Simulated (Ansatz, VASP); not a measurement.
PbS: VASP beside Ansatz

```
Pb S
1.0
     0.00000    3.12474    3.12474
     3.12474    0.00000    3.12474
     3.12474    3.12474    0.00000
Pb S
1 1
Cartesian
  0.0000 0.0000 0.0000
  3.1247 3.1247 3.1247
```

Change from the starting cell: hydrostatic strain +5.2%.

Alike in both runs: task single point; functional r2SCAN; k mesh 8 × 8 × 8; no spin polarisation.

|  | VASP | Ansatz |
| --- | --- | --- |
| version | VASP 6.6.1 | Ansatz 0.2.0 |
| potentials or method | VASP PAW PBE potentials, release 64 (Pb_d, S) | plane waves, PAW |
| plane-wave cutoff (eV) | 520 | 500 |
| occupations | gaussian, width 0.01 eV | fixed |
| valence electrons in the cell | 20 | 20 |

```tsv
	VASP	Ansatz	Ansatz less VASP
gap on the k mesh at the Fermi level (eV)	1.09	1.08	-0.007
pressure (GPa)	-5.9	-5.8	+0.03
```

VASP's potentials were made for PBE, not for r2SCAN.

Spin-orbit coupling is off throughout.
